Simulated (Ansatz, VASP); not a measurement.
Two plane-wave programs on CdSe

```xyz
8
Lattice="-0.0038 4.5116 -0.0082 0.0016 -0.0139 7.4586 8.1659 -0.0067 0.0018" Properties=species:S:1:pos:R:3 pbc="T T T"
Cd    6.8664    3.3767    2.9671
Cd    5.3848    1.0921    6.7049
Cd    2.7786    3.3702    0.7498
Cd    1.2968    1.1446    4.4836
Se    6.7148    1.1213    4.4393
Se    5.5316    3.3657    0.7061
Se    2.6328    1.1008    6.7462
Se    1.4489    3.3925    3.0120
```

Change from the starting cell: cell x1, atoms moved at random (sigma 0.15 Å) and cell strained at random (1.5 %), then relaxed without symmetry.

Alike in both runs: functional PBE; k mesh 4 × 2 × 2; occupations gaussian, width 0.1 eV; no spin polarisation.

Ansatz relaxed the structure, and its values are those at the end. VASP's run is a single point on that final structure, the one shown.

|  | VASP | Ansatz |
| --- | --- | --- |
| version | VASP 6.6.1 | Ansatz 0.2.0 |
| potentials or method | VASP PAW PBE potentials, release 64 (Cd, Se), cutoff 520 eV | scalar-relativistic, plane waves, PAW |
| valence electrons in the cell | 72 | 144 |

Ansatz gave:

| Quantity | Value |
| --- | --- |
| gap on the k mesh at the Fermi level (eV) | 0.75 |
| least direct gap on the mesh (eV) | 0.75 |
| pressure (GPa) | 0.1 |
| rms of the force components (eV/Å) | 0.009 |

Task: What did VASP give for the same quantities?

Result: gap on the k mesh at the Fermi level (eV): 0.75; least direct gap on the mesh (eV): 0.75; pressure (GPa): 0.3; rms of the force components (eV/Å): 0.009.

VASP's potentials hold 72 valence electrons a cell and Ansatz's 144, so a difference there can come from the potentials and not from the codes.

The k mesh is coarse, so the values compare programs but aren't converged.
